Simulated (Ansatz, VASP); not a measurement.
**PtS2: VASP beside Ansatz**

```
Pt S
1.0
     3.91086    0.00000    0.00000
    -1.95543    3.38691    0.00000
     0.00000    0.00000   10.30803
Pt S
2 4
Direct
  0.33333 0.66667 0.69604
  0.66667 0.33333 0.19604
  0.33333 0.66667 0.03281
  0.66667 0.33333 0.53281
  0.33333 0.66667 0.37834
  0.66667 0.33333 0.87834
```

Alike in both runs: task single point; functional PBE; k mesh 6 × 6 × 2; occupations gaussian, width 0.1 eV; collinear spin.

|  | VASP | Ansatz |
| --- | --- | --- |
| version | VASP 6.6.1 | Ansatz 0.2.0 |
| potentials or method | VASP PAW PBE potentials, release 64 (Pt, S), cutoff 520 eV | scalar-relativistic, plane waves, PAW |
| valence electrons in the cell | 44 | 60 |

```csv
,VASP,Ansatz,Ansatz less VASP
gap on the k mesh at the Fermi level (eV),none,none,-
pressure (GPa),-15.8,-15.7,+0.09
"traceless stress, the component that is largest in VASP (GPa)",1.83,1.85,+0.029
rms of the force components (eV/Å),0.875,0.876,+0.0009
net moment per atom (μB),0.00,0.00,0.000
```

Atom by atom the forces differ by 0.002 eV/Å (rms over components). A gap of «none» marks a metal or a gap that the smearing closes. VASP's potentials hold 44 valence electrons a cell and Ansatz's 60, so a difference there can come from the potentials and not from the codes. Ansatz's warnings: seeded moment not kept.

Neither program's run includes spin-orbit coupling.
